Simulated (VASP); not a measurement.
# TiSi16 (a cell with a defect) in VASP: a series of runs

The runs below take TiSi16 (a cell with a defect) through single point, with PBE.

Program: VASP 6.6.1. These are calculated values, not measurements. Logs are shortened: lines on timing, memory, paths and dates and some standing lists are left out, and cuts for length are marked.

## Step 1: The cell of the first run

The cell holds a defect, 17 atoms: a = 7.679 Å, b = 7.679 Å, c = 7.679 Å, α = 60.00°, β = 60.00°, γ = 60.00°.

## Step 2: Single point, PBE

Contents of INCAR:

```
ALGO = Normal
EDIFF = 1E-7
ENCUT = 520
GGA = PE
ISIF = 2
ISMEAR = -1
LASPH = T
LCHARG = T
LELF = T
LREAL = Auto
LVHAR = T
LWAVE = F
NBANDS = 52
NELM = 100
PREC = Accurate
SIGMA = 0.05
```

Contents of KPOINTS:

```
k-points
0
Gamma
  2 2 2
```

Contents of POSCAR:

```
TiSi16
1.0
    0.0000000000      5.4300000000      5.4300000000
    5.4300000000      0.0000000000      5.4300000000
    5.4300000000      5.4300000000      0.0000000000
Si Ti
16 1
Direct
   -0.0179465930     -0.0236003683      0.0946316759
    0.1733793738      0.1643738490      0.0741528545
   -0.0132044199      0.0281952118      0.4795027624
    0.0465653775      0.0850184162      0.7288121547
   -0.0092357274      0.5132504604     -0.0191620626
    0.1067219153      0.6156721915      0.1544935543
   -0.0220534070      0.4792173112      0.5398987109
    0.1368508287      0.6203314917      0.6034622468
    0.5287753223      0.0239502762      0.0078729282
    0.6226703499      0.1393186004      0.1843093923
    0.4195211786      0.0170165746      0.5806813996
    0.6069889503      0.1305801105      0.6275598527
    0.4755248619      0.4986372007      0.0077348066
    0.6193001842      0.6438489871      0.0955064457
    0.5135911602      0.4968324125      0.4753406998
    0.6118416206      0.6386556169      0.6049723757
    0.2469244936      0.2297237569      0.2785451197
```

Potentials or basis: VASP PAW PBE potentials, release 64 (Si, Ti_sv).

Started as:

```
$ cat potpaw_PBE.64/Si/POTCAR potpaw_PBE.64/Ti_sv/POTCAR > POTCAR
$ mpirun -np 1 vasp_std > vasp.out
```

OUTCAR:

```text
EDIFF = 1E-7
   ENCUT = 520
   GGA = PE
   ISIF = 2
   ISMEAR = -1
   LASPH = T
   LREAL = Auto
   NELM = 100
   PREC = Accurate

 ion  position               nearest neighbor table
   1  0.982  0.976  0.095-  10 2.27   6 2.31   4 2.35   2 2.44
   2  0.173  0.164  0.074-   5 2.23  17 2.23   9 2.26   1 2.44   3 2.57
   3  0.987  0.028  0.480-  12 2.39   4 2.45  17 2.53   8 2.56   2 2.57
   4  0.047  0.085  0.729-   1 2.35  11 2.37   3 2.45   7 2.51  17 2.85
   5  0.991  0.513  0.981-   2 2.23  14 2.33   8 2.37   6 2.48  17 3.01
   6  0.107  0.616  0.154-   1 2.31  13 2.32   7 2.42  17 2.42   5 2.48
   7  0.978  0.479  0.540-   8 2.31  16 2.33   6 2.42   4 2.51  17 2.78
   8  0.137  0.620  0.603-   7 2.31  15 2.36   5 2.37   3 2.56
   9  0.529  0.024  0.008-   2 2.26  12 2.43  14 2.44  10 2.44  17 2.62
  10  0.623  0.139  0.184-   1 2.27  13 2.32  17 2.40   9 2.44  11 2.54
  11  0.420  0.017  0.581-  12 2.25   4 2.37  16 2.47  10 2.54  17 2.63
  12  0.607  0.131  0.628-  11 2.25  15 2.31   3 2.39   9 2.43
  13  0.476  0.499  0.008-   6 2.32  10 2.32  14 2.38  16 2.53  17 2.71
  14  0.619  0.644  0.096-   5 2.33  13 2.38  15 2.39   9 2.44
  15  0.514  0.497  0.475-  12 2.31  16 2.32   8 2.36  14 2.39
  16  0.612  0.639  0.605-  15 2.32   7 2.33  11 2.47  13 2.53
  17  0.247  0.230  0.279-   2 2.23  10 2.40   6 2.42   3 2.53   9 2.62  11 2.63  13 2.71   7 2.78
                             4 2.85   5 3.01

  LATTYP: Found a face centered cubic cell.
 ALAT       =    10.8600000000

  Lattice vectors:

 A1 = (   0.0000000000,   5.4300000000,   5.4300000000)
 A2 = (   5.4300000000,   0.0000000000,   5.4300000000)
 A3 = (   5.4300000000,   5.4300000000,   0.0000000000)

Analysis of symmetry for initial positions (statically):
=====================================================================
 Subroutine PRICEL returns:
 Original cell was already a primitive cell.

 Routine SETGRP: Setting up the symmetry group for a
 face centered cubic supercell.

 Subroutine GETGRP returns: Found  1 space group operations
 (whereof  1 operations were pure point group operations)
 out of a pool of 48 trial point group operations.

The static configuration has the point symmetry C_1 .

Analysis of symmetry for dynamics (positions and initial velocities):
=====================================================================
 Subroutine PRICEL returns:
 Original cell was already a primitive cell.

 Routine SETGRP: Setting up the symmetry group for a
 face centered cubic supercell.

 Subroutine GETGRP returns: Found  1 space group operations
 (whereof  1 operations were pure point group operations)
 out of a pool of 48 trial point group operations.

The dynamic configuration has the point symmetry C_1 .

 Subroutine INISYM returns: Found  1 space group operations
 (whereof  1 operations are pure point group operations),
 and found     1 'primitive' translations

----------------------------------------------------------------------------------------

                                     Primitive cell

  volume of cell :     320.2060

  direct lattice vectors                    reciprocal lattice vectors
     0.000000000  5.430000000  5.430000000    -0.092081031  0.092081031  0.092081031
     5.430000000  0.000000000  5.430000000     0.092081031 -0.092081031  0.092081031
     5.430000000  5.430000000  0.000000000     0.092081031  0.092081031 -0.092081031

  length of vectors
     7.679179644  7.679179644  7.679179644     0.159489025  0.159489025  0.159489025

  position of ions in fractional coordinates (direct lattice)
     0.982053407  0.976399632  0.094631676
     0.173379374  0.164373849  0.074152854
     0.986795580  0.028195212  0.479502762
     0.046565378  0.085018416  0.728812155
     0.990764273  0.513250460  0.980837937
     0.106721915  0.615672192  0.154493554
[... 9 lines left out ...]
     0.611841621  0.638655617  0.604972376
     0.246924494  0.229723757  0.278545120

  ion indices of the primitive-cell ions
   primitive index   ion index
                 1           1
                 2           2
                 3           3
                 4           4
                 5           5
                 6           6
[... 9 lines left out ...]
                16          16
                17          17

----------------------------------------------------------------------------------------

 KPOINTS: k-points

Automatic generation of k-mesh.
 Grid dimensions read from file:
 generate k-points for:    2    2    2

 Generating k-lattice:

  Cartesian coordinates                     Fractional coordinates (reciprocal lattice)
    -0.046040516  0.046040516  0.046040516     0.500000000  0.000000000  0.000000000
     0.046040516 -0.046040516  0.046040516     0.000000000  0.500000000  0.000000000
     0.046040516  0.046040516 -0.046040516     0.000000000  0.000000000  0.500000000

  Length of vectors
     0.079744512  0.079744512  0.079744512

[... 38 lines left out ...]
   EDIFFG = 0.1E-05   stopping-criterion for IOM
   NSW    =      0    number of steps for IOM
   IBRION =     -1    ionic relax: 0-MD 1-quasi-New 2-CG
   NFREE  =      0    steps in history (QN), initial steepest desc. (CG)
   ISIF   =      2    stress and relaxation
   ISYM   =      2    0-nonsym 1-usesym 2-fastsym
   POTIM  = 0.5000    time-step for ionic-motion
   TEBEG  =    0.0;   TEEND  =   0.0 temperature during run
   PSTRESS=    0.0 pullay stress
   NELECT =      76.0000    total number of electrons
   NUPDOWN=      -1.0000    fix difference up-down
   EMIN   =  10.00;   EMAX   =-10.00  energy-range for DOS
   EFERMI =   0.00;   METHOD = LEGACY
   ISMEAR =    -1;   SIGMA  =   0.05  broadening in eV -4-tet -1-fermi 0-gaus
   EFERMI_NEDOS =   21; number of points for ismear=-14 and -15
   IALGO  =     38    algorithm
   IMIX   =      4    mixing-type and parameters
     AMIX     =   0.40;   BMIX     =  1.00
     AMIX_MAG =   1.60;   BMIX_MAG =  1.00
  volume/ion in A,a.u.               =      18.84       127.11
  Fermi-wavevector in a.u.,A,eV,Ry     =   1.013607  1.915439 13.978610  1.027399
  Thomas-Fermi vector in A             =   2.146786
   LORBIT       =      0    0 simple, 1 ext, 2 COOP (PROOUT), +10 PAW based schemes
   GGA     = PE    functional components
   LHFCALC =     F    Hartree Fock is set to
   AEXX    =    0.0000 exact exchange contribution
   IVDW    =     0    specifies the selected vdW correction
   LEPSILON=     F    determine dielectric tensor
   LRPA    =     F    only Hartree local field effects (RPA)
 non-spin polarized calculation
  energy-cutoff  :      520.00
  volume of cell :      320.21
 maximum number of plane-waves:      8646
 NGX is ok and might be reduce to    60
   NGX = 29   NGY = 29   NGZ = 29

 number of electron      76.0000001 magnetization

 Free energy of the ion-electron system (eV)
  ---------------------------------------------------
  ext. energy  EPLUGINS =         0.00000000
  ---------------------------------------------------
  free energy    TOTEN  =       -90.16295433 eV

  energy without entropy =      -90.11759908  energy(sigma->0) =      -90.14027671

 E-fermi :   6.7419     XC(G=0):  -9.7933

 val. band max:        6.6631645026   @ k =   0.0000   0.0000   0.0000
 cond. band min:       6.8024303991   @ k =   0.0000   0.0000   0.5000
 fundamental gap:      0.1392658965
 Fermi energy:         6.7419353600

 k-point     1 :       0.0000    0.0000    0.0000
  band No.  band energies     occupation
      1     -49.7937      2.00000
      2     -26.2110      2.00000
      3     -26.1777      2.00000
      4     -26.1467      2.00000
      5      -5.6928      2.00000
      6      -3.3874      2.00000
[... 42 lines left out ...]
     49       8.5590      0.00000
     50       8.6836      0.00000

 k-point     2 :       0.5000    0.0000    0.0000
  band No.  band energies     occupation
      1     -49.7937      2.00000
      2     -26.2110      2.00000
      3     -26.1777      2.00000
      4     -26.1467      2.00000
      5      -4.9441      2.00000
      6      -4.7983      2.00000
[... 310 lines left out ...]
 k-point     8 :       0.5000    0.0000    0.5000
  band No.  band energies     occupation
      1     -49.7937      2.00000
      2     -26.2110      2.00000
      3     -26.1777      2.00000
      4     -26.1467      2.00000
      5      -4.7010      2.00000
      6      -4.5447      2.00000
[... 42 lines left out ...]
     49       9.7124      0.00000
     50      10.2070      0.00000
 [bands above 50 left out]

------------------------ aborting loop because EDIFF is reached ----------------------------------------

  FORCE on cell =-STRESS in cart. coord.  units (eV):
  Direction    XX          YY          ZZ          XY          YZ          ZX
  --------------------------------------------------------------------------------------
  -------------------------------------------------------------------------------------
  Total        7.7114277      8.0101128      3.5137093     -1.4328087      4.7174945      2.1701126
  in kB       38.5847674     40.0792632     17.5811358     -7.1691772     23.6043748     10.8583381
  external PRESSURE =      32.0817222 kB  Pullay stress =       0.0000000 kB

 VOLUME and BASIS-vectors are now :
 -----------------------------------------------------------------------------
  energy-cutoff  :      520.00
  volume of cell :      320.21
      direct lattice vectors                 reciprocal lattice vectors
     0.000000000  5.430000000  5.430000000    -0.092081031  0.092081031  0.092081031
     5.430000000  0.000000000  5.430000000     0.092081031 -0.092081031  0.092081031
     5.430000000  5.430000000  0.000000000     0.092081031  0.092081031 -0.092081031

 POSITION                                       TOTAL-FORCE (eV/Angst)
 -----------------------------------------------------------------------------------
      5.81570      5.84640     10.63440         0.066543      0.527504      0.917267
      1.29520      1.34410      1.83400        -2.067982     -1.987645     -3.043043
      2.75680      7.96200      5.51140        -0.785690      0.970606     -1.243291
      4.41910      4.21030      0.71450        -0.354140     -0.935345      1.108999
      8.11290     10.70580      8.16680         0.671258     -0.195608      1.123139
      4.18200      1.41840      3.92260         0.183409     -0.909542     -0.134530
[... 9 lines left out ...]
      6.75290      6.60730      6.79020         1.348443      0.443103     -0.554760
      2.75990      2.85330      2.58820         2.668006      1.267377      0.433079
 -----------------------------------------------------------------------------------
    total drift:                                0.000085     -0.002084     -0.022125

  FREE ENERGIE OF THE ION-ELECTRON SYSTEM (eV)
  ---------------------------------------------------
  free  energy   TOTEN  =       -90.1629543349 eV

  energy  without entropy=      -90.1175990810  energy(sigma->0) =      -90.14027671
```

Run time: 11 min. Hardware: 1 thread of AMD EPYC 7R13, shared host; peak memory 0.47 GiB.

What came out:

- Free energy: -90.1630 eV
- Pressure: 3.2 GPa
- Largest force: 4.182 eV/Å
- Band gap on the k mesh: zero (band 38 reaches 6.82 eV, above the bottom of band 39 at 6.54 eV)

Forces in eV/Å, atoms in the order of the input:
```
Si   0.067  0.528  0.917
Si  -2.068 -1.988 -3.043
Si  -0.786  0.971 -1.243
Si  -0.354 -0.935  1.109
Si   0.671 -0.196  1.123
Si   0.183 -0.910 -0.135
Si  -0.225  0.394 -0.482
Si   0.964 -0.248  0.692
Si  -1.702  0.455  0.341
Si  -0.048  0.087 -0.567
Si  -1.663  0.129 -0.741
Si   0.724  1.084  0.722
Si  -0.606 -0.527  1.653
Si   0.601  0.270 -0.323
Si   0.224 -0.824  0.098
Si   1.348  0.443 -0.555
Ti   2.668  1.267  0.433
```

Caveat: the k points lie up to 0.50 Å⁻¹ apart.

## Step 3: Single point, PBE

Contents of INCAR:

```
PREC = Accurate ; ENCUT = 520
EDIFF = 1E-6 ; ISMEAR = -1
SIGMA = 0.05 ; LREAL = Auto
LASPH = T ; NELM = 80
ALGO = Normal ; ISIF = 2
LWAVE = F ; LCHARG = T
GGA = PE ; LELF = T
LVHAR = T ; NBANDS = 52
```

Contents of KPOINTS:

```
regular mesh
0
Gamma
  2 2 2
```

Contents of POSCAR:

```
TiSi16
1.0
    0.0000000000      5.4300000000      5.4300000000
    5.4300000000      0.0000000000      5.4300000000
    5.4300000000      5.4300000000      0.0000000000
Si Ti
16 1
Direct
   -0.0476611418      0.0439226519      0.0343646409
    0.1532044199      0.0941804788      0.1256906077
   -0.0091252302     -0.0612799263      0.5074125230
    0.0737016575      0.1003130755      0.6662615101
    0.0248158379      0.4556813996      0.0235451197
    0.0699447514      0.6638858195      0.1893186004
   -0.0718324125      0.4966942910      0.5711510129
    0.1460773481      0.5844751381      0.6366114180
    0.5254788214     -0.0247790055     -0.0533609576
    0.5721270718      0.1312983425      0.1113351750
    0.4575782689     -0.0421086556      0.5152946593
    0.6421731123      0.1356353591      0.5128913444
    0.4495856354      0.5057734807      0.0554235727
    0.6494106814      0.6108655617      0.1023756906
    0.5070165746      0.5024309392      0.4702578269
    0.5656629834      0.5854235727      0.6758471455
    0.2006537753      0.2693646409      0.3006169429
```

Potentials or basis: VASP PAW PBE potentials, release 64 (Si, Ti_sv).

Started as:

```
$ cat potpaw_PBE.64/Si/POTCAR potpaw_PBE.64/Ti_sv/POTCAR > POTCAR
$ mpirun -np 1 vasp_std > vasp.out
```

Wall time 10 min (1 thread of AMD EPYC 7R13, shared host); peak memory 0.46 GiB.

Results (log left out):

```
Free energy            : -89.7730 eV
Pressure               : 3.0 GPa
Largest force          : 2.255 eV/Å
Band gap on the k mesh : zero (band 38 reaches 6.92 eV, above the bottom of band 39 at 6.63 eV)
```

Forces on the atoms (eV/Å):
```
Si  -0.761 -1.291 -1.594
Si  -0.553  1.480 -0.170
Si   1.042 -0.321  1.657
Si   0.748  0.471 -0.914
Si   1.160 -1.463  1.264
Si  -0.151 -0.352 -0.112
Si  -0.847  0.839  0.781
Si   0.258  0.099 -1.447
Si  -0.147 -1.081  0.853
Si  -0.870  1.287  0.677
Si   0.308 -0.017  0.838
Si   0.601  0.754 -1.347
Si  -0.655 -0.670 -0.041
Si  -0.101  0.491  0.284
Si  -0.980  0.059 -0.613
Si   1.087  0.449  0.492
Ti  -0.138 -0.734 -0.610
```

Stress tensor (GPa, compression positive):
```
 2.53 -1.16  0.31
-1.16  4.25  0.39
 0.31  0.39  2.27
```

Levels at points of the mesh, in eV from the Fermi level:
```
           k point  band 35  band 36  band 37  band 38  band 39  band 40  band 41  band 42
(0.00, 0.00, 0.00)    -0.94    -0.74    -0.55    -0.52    -0.22    -0.06     0.06     0.33
(0.50, 0.00, 0.00)    -1.31    -1.00    -0.29    -0.24     0.05     0.35     0.87     0.99
(0.00, 0.50, 0.00)    -1.41    -1.16    -0.17     0.04     0.18     0.38     0.59     0.81
(0.00, 0.00, 0.50)    -1.44    -0.94    -0.49    -0.25     0.16     0.24     0.34     0.69
(0.50, 0.50, 0.50)    -1.49    -0.80    -0.21    -0.04     0.04     0.21     0.59     1.00
(0.50, 0.50, 0.00)    -1.73    -1.43    -0.15     0.07     0.61     0.66     0.77     1.07
(0.00, 0.50, 0.50)    -1.65    -1.51    -0.55    -0.30     0.53     0.67     0.93     1.16
(0.50, 0.00, 0.50)    -1.64    -1.50    -0.34     0.07     0.44     0.69     0.86     1.18
```

Caveat: the k points lie up to 0.50 Å⁻¹ apart.

## Step 4: Single point, PBE

Contents of INCAR:

```
SYSTEM = TiSi16
  PREC = Accurate
  ENCUT = 520
  EDIFF = 1E-6
  ISMEAR = -1
  SIGMA = 0.05
  LREAL = Auto
  LASPH = .True.
  NELM = 80
  ALGO = Normal
  ISIF = 2
  LWAVE = .False.
  LCHARG = .False.
  GGA = PE
  NBANDS = 52
```

Contents of KPOINTS:

```
Automatic mesh
0
Gamma
  2 2 2
  0 0 0
```

Contents of POSCAR:

```
TiSi16
1.0
    0.0000000000      5.4300000000      5.4300000000
    5.4300000000      0.0000000000      5.4300000000
    5.4300000000      5.4300000000      0.0000000000
Si Ti
16 1
Direct
   -0.0326887661     -0.0018416206      0.0446408840
    0.0779742173      0.1270165746      0.1610128913
   -0.0270073665     -0.0435819521      0.5263259669
    0.0128913444      0.0795580110      0.7085635359
   -0.0203591160      0.5321639042     -0.0251473297
    0.1096777164      0.6304511971      0.1247790055
   -0.0333793738      0.4573941068      0.5434162063
    0.1257090239      0.5726335175      0.6367403315
    0.4928453039     -0.0164917127      0.0021823204
    0.5803130755      0.1106261510      0.1505340700
    0.4456077348     -0.0469521179      0.5459392265
    0.6015745856      0.0810773481      0.6296408840
    0.4810681400      0.4865009208      0.0019152855
    0.6201473297      0.5800000000      0.1475506446
    0.5102946593      0.4735174954      0.4989318600
    0.6046408840      0.6033333333      0.6286556169
    0.2041988950      0.2408839779      0.3062615101
```

Started as:

```
$ cat potpaw_PBE.64/Si/POTCAR potpaw_PBE.64/Ti_sv/POTCAR > POTCAR
$ mpirun -np 1 vasp_std > vasp.out
```

It took 11 min on 1 thread of AMD EPYC 7R13, shared host; peak memory 0.47 GiB.

Results (log left out):

| Item | Value |
| --- | --- |
| Free energy | -90.2149 eV |
| Pressure | 5.0 GPa |
| Largest force | 2.698 eV/Å |
| Band gap on the k mesh | zero (band 38 reaches 7.04 eV, above the bottom of band 39 at 6.77 eV) |

Forces in eV/Å, atoms in the order of the input:
```
Si   0.657  0.093 -1.584
Si  -0.575 -0.025  1.325
Si  -0.659 -0.026 -0.969
Si  -0.292  0.045  1.684
Si   1.196  2.000 -1.212
Si   0.538 -0.097 -0.297
Si  -0.081 -0.006  0.436
Si  -0.940 -0.893  1.613
Si  -0.220 -0.050 -1.345
Si  -0.991  1.576  1.202
Si   1.296 -1.463  0.631
Si   1.112 -0.078  0.616
Si   0.289  0.450  0.067
Si  -0.143 -2.250  1.395
Si  -0.419  0.246 -2.654
Si   0.219  1.219 -0.426
Ti  -0.987 -0.742 -0.483
```

Stress tensor (GPa, compression positive):
```
 6.72  3.63 -0.11
 3.63  5.75  0.22
-0.11  0.22  2.63
```

Levels at points of the mesh, in eV from the Fermi level:
```csv
k point,band 35,band 36,band 37,band 38,band 39,band 40,band 41,band 42
"(0.00, 0.00, 0.00)",-1.11,-0.91,-0.75,-0.59,-0.15,0.02,0.08,0.20
"(0.50, 0.00, 0.00)",-1.55,-1.10,-0.60,-0.28,0.06,0.23,0.52,0.73
"(0.00, 0.50, 0.00)",-1.59,-1.23,-0.28,-0.20,0.04,0.31,0.67,0.69
"(0.00, 0.00, 0.50)",-1.35,-1.19,-0.01,0.09,0.16,0.37,0.63,0.68
"(0.50, 0.50, 0.50)",-1.51,-0.75,-0.47,-0.32,0.06,0.44,0.75,0.91
"(0.50, 0.50, 0.00)",-1.79,-1.52,-0.44,-0.21,0.47,0.56,1.03,1.22
"(0.00, 0.50, 0.50)",-1.88,-1.52,-0.68,-0.11,0.45,0.88,1.04,1.16
"(0.50, 0.00, 0.50)",-1.95,-1.59,-0.46,0.13,0.43,0.80,0.89,1.08
```

Caveat: the k points lie up to 0.50 Å⁻¹ apart.
